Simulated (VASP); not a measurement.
# Al2Cu (I4/mmm) in VASP: relaxation of volume and atoms at fixed shape with PBEsol

Aim: the relaxation of volume and atoms at fixed shape of Al2Cu with PBEsol.

Program: VASP 6.6.1. These are calculated values, not measurements. Logs are shortened: lines on timing, memory, paths and dates and some standing lists are left out, and cuts for length are marked.

## (1) The cell of the first run

The structure is tetragonal, space group I4/mmm (No. 139). The conventional cell has a = 4.061 Å, b = 4.061 Å, c = 5.702 Å, α = 90.00°, β = 90.00°, γ = 90.00°. Within 3.3 Å of Al (site symmetry -4m2) lie 4 Cu at 2.48 Å and 6 Al at 2.85 to 2.87 Å. Within 3.3 Å of Cu (site symmetry 4/mmm) lie 8 Al at 2.48 Å.

## (2) Relaxation of volume and atoms at fixed shape, PBEsol

Input file INCAR:

```
SYSTEM = Al2Cu
ALGO = Normal
EDIFF = 1E-7
EDIFFG = -0.03
ENCUT = 600
GGA = PS
IBRION = 2
ISIF = 8
ISMEAR = -1
LASPH = .TRUE.
LCHARG = .FALSE.
LREAL = .FALSE.
LWAVE = .FALSE.
NELM = 80
NSW = 80
PREC = Accurate
SIGMA = 0.1
```

Input file KPOINTS:

```
k-points
0
G
  9 9 9
  0 0 0
```

Input file POSCAR:

```
Al2Cu
1.0
    4.0463910000      0.0000000000      0.0000000000
   -0.0286189634      4.0462897919      0.0000000000
   -2.0088859554     -2.0231448326      2.8713311075
Al Cu
2 1
Direct
    0.7500000000      0.2500000000      0.5000000000
    0.2500000000      0.7500000000      0.5000000000
    0.5000000000      0.5000000000      0.0000000000
```

Potentials or basis: VASP PAW PBE potentials, release 64 (Al, Cu).

Launch:

```bash
$ cat potpaw_PBE.64/Al/POTCAR potpaw_PBE.64/Cu/POTCAR > POTCAR
$ mpirun -np 1 vasp_std > vasp.out
```

OUTCAR:

```text
SYSTEM = Al2Cu
   EDIFF = 1E-7
   EDIFFG = -0.03
   ENCUT = 600
   GGA = PS
   IBRION = 2
   ISIF = 8
   ISMEAR = -1
   LASPH = .TRUE.
   LREAL = .FALSE.
   NELM = 80
   NSW = 80
   PREC = Accurate

 ion  position               nearest neighbor table
   1  0.750  0.250  0.500-   3 2.48   3 2.48   3 2.48   3 2.48   2 2.85   2 2.85   2 2.87   2 2.87
                             2 2.87   2 2.87
   2  0.250  0.750  0.500-   3 2.48   3 2.48   3 2.48   3 2.48   1 2.85   1 2.85   1 2.87   1 2.87
                             1 2.87   1 2.87
   3  0.500  0.500  0.000-   2 2.48   1 2.48   1 2.48   2 2.48   2 2.48   1 2.48   2 2.48   1 2.48

  LATTYP: Found a body centered tetragonal cell.
 ALAT       =     4.0606753317
 C/A-ratio  =     1.4042463366

  Lattice vectors:

 A1 = (   4.0463910000,   0.0000000000,   0.0000000000)
 A2 = (  -0.0286189634,   4.0462897919,   0.0000000000)
 A3 = (  -2.0088859554,  -2.0231448326,   2.8713311075)

Analysis of symmetry for initial positions (statically):
=====================================================================
 Subroutine PRICEL returns:
 Original cell was already a primitive cell.

 Routine SETGRP: Setting up the symmetry group for a
 body centered tetragonal supercell.

 Subroutine GETGRP returns: Found 16 space group operations
 (whereof 16 operations were pure point group operations)
 out of a pool of 16 trial point group operations.

The static configuration has the point symmetry D_4h.

Analysis of symmetry for dynamics (positions and initial velocities):
=====================================================================
 Subroutine PRICEL returns:
 Original cell was already a primitive cell.

 Routine SETGRP: Setting up the symmetry group for a
 body centered tetragonal supercell.

 Subroutine GETGRP returns: Found 16 space group operations
 (whereof 16 operations were pure point group operations)
 out of a pool of 16 trial point group operations.

The dynamic configuration has the point symmetry D_4h.

 Subroutine INISYM returns: Found 16 space group operations
 (whereof 16 operations are pure point group operations),
 and found     1 'primitive' translations

----------------------------------------------------------------------------------------

                                     Primitive cell

  volume of cell :      47.0119

  direct lattice vectors                    reciprocal lattice vectors
     4.046391000  0.000000000  0.000000000     0.247133804  0.001747950  0.174135258
    -0.028618963  4.046289792  0.000000000     0.000000000  0.247139985  0.174135258
[... 95 lines left out ...]
   POTIM  = 0.5000    time-step for ionic-motion
   TEBEG  =    0.0;   TEEND  =   0.0 temperature during run
   PSTRESS=    0.0 pullay stress
   NELECT =      17.0000    total number of electrons
   NUPDOWN=      -1.0000    fix difference up-down
   EMIN   =  10.00;   EMAX   =-10.00  energy-range for DOS
   EFERMI =   0.00;   METHOD = LEGACY
   ISMEAR =    -1;   SIGMA  =   0.10  broadening in eV -4-tet -1-fermi 0-gaus
   EFERMI_NEDOS =   21; number of points for ismear=-14 and -15
   IALGO  =     38    algorithm
   IMIX   =      4    mixing-type and parameters
     AMIX     =   0.40;   BMIX     =  1.00
     AMIX_MAG =   1.60;   BMIX_MAG =  1.00
  volume/ion in A,a.u.               =      15.67       105.75
  Fermi-wavevector in a.u.,A,eV,Ry     =   1.166331  2.204046 18.508382  1.360328
  Thomas-Fermi vector in A             =   2.302845
   LORBIT       =      0    0 simple, 1 ext, 2 COOP (PROOUT), +10 PAW based schemes
   GGA     = PS    functional components
   LHFCALC =     F    Hartree Fock is set to
   AEXX    =    0.0000 exact exchange contribution
   IVDW    =     0    specifies the selected vdW correction
   LEPSILON=     F    determine dielectric tensor
   LRPA    =     F    only Hartree local field effects (RPA)
 conjugate gradient relaxation of ions
 non-spin polarized calculation
  energy-cutoff  :      600.00
  volume of cell :       47.01
 maximum number of plane-waves:      1592
   NGX = 17   NGY = 17   NGZ = 17

 number of electron      17.0000011 magnetization

 Free energy of the ion-electron system (eV)
  ---------------------------------------------------
  ext. energy  EPLUGINS =         0.00000000
  ---------------------------------------------------
  free energy    TOTEN  =       -13.02186016 eV

  energy without entropy =      -12.98690694  energy(sigma->0) =      -13.00438355

 E-fermi :   7.0751     XC(G=0): -10.6288

 val. band max:        7.0652880987   @ k =  -0.2222  -0.3333   0.1111
 cond. band min:       7.0772475165   @ k =   0.1111   0.1111   0.0000
 fundamental gap:      0.0119594178
 Fermi energy:         7.0750933863

 k-point     1 :       0.0000    0.0000    0.0000
  band No.  band energies     occupation
      1      -3.2080      2.00000
      2       2.4589      2.00000
      3       2.4654      2.00000
      4       2.4654      2.00000
      5       3.0262      2.00000
      6       3.0369      2.00000
      7       9.9727      0.00000
      8       9.9727      0.00000
      9       9.9950      0.00000
     10      10.0252      0.00000
     11      10.0736      0.00000
     12      10.0736      0.00000
[... 331 lines left out ...]
 k-point    24 :       0.4444    0.4444   -0.0000
  band No.  band energies     occupation
      1       0.9532      2.00000
      2       1.2708      2.00000
      3       1.8516      2.00000
      4       2.9521      2.00000
      5       3.0166      2.00000
      6       3.1548      2.00000
      7       3.1885      2.00000
      8       4.5192      2.00000
      9       5.2487      2.00000
     10       7.8921      0.00057
     11       9.2532      0.00000
     12      15.2016      0.00000

 [... further k-points ...]
[... 5 lines left out ...]
  --------------------------------------------------------------------------------------
  -------------------------------------------------------------------------------------
  Total        0.0767828      0.0778071      0.0048858      0.0724074      0.0000000      0.0000000
  in kB        2.6167768      2.6516837      0.1665089      2.4676596      0.0000000      0.0000000
  external PRESSURE =       1.8116565 kB  Pullay stress =       0.0000000 kB

 VOLUME and BASIS-vectors are now :
 -----------------------------------------------------------------------------
  energy-cutoff  :      600.00
  volume of cell :       47.01
      direct lattice vectors                 reciprocal lattice vectors
     4.046391000  0.000000000  0.000000000     0.247133804  0.001747950  0.174135258
    -0.028618963  4.046289792  0.000000000     0.000000000  0.247139985  0.174135258
    -2.008885955 -2.023144833  2.871331108     0.000000000  0.000000000  0.348270528

 POSITION                                       TOTAL-FORCE (eV/Angst)
 -----------------------------------------------------------------------------------
      2.02320      0.00000      1.43567         0.000000      0.000000      0.000000
     -0.01431      2.02314      1.43567        -0.000000     -0.000000     -0.000000
      2.00889      2.02314      0.00000        -0.000000      0.000000      0.000000
 -----------------------------------------------------------------------------------
    total drift:                                0.000000     -0.000000     -0.000000

  FREE ENERGIE OF THE ION-ELECTRON SYSTEM (eV)
  ---------------------------------------------------
  free  energy   TOTEN  =       -13.0218601621 eV

  energy  without entropy=      -12.9869069368  energy(sigma->0) =      -13.00438355

 reached required accuracy - stopping structural energy minimisation
```

Run time: 62 s. Hardware: 1 thread of Intel Xeon 8259CL, shared host; peak memory 0.21 GiB.

What came out:

```yaml
Free_energy: -13.0219 eV
Pressure_after_relaxing: 0.2 GPa
Band_gap_on_the_k_mesh: zero (an odd number of electrons rules out a gap without spin polarisation)
```

Final structure:
```yaml
crystal:
  lattice:
    - [4.04639, 0.00000, 0.00000]
    - [-0.02862, 4.04629, 0.00000]
    - [-2.00889, -2.02314, 2.87133]
  atoms:
    - { symbol: Al, position: [0.75000, 0.25000, 0.50000] }
    - { symbol: Al, position: [0.25000, 0.75000, 0.50000] }
    - { symbol: Cu, position: [0.50000, 0.50000, 0.00000] }
```

Caveat: the relaxation stopped at its first step, so nothing moved; the PAW data sets were made with another functional, which shifts forces and pressure a little.
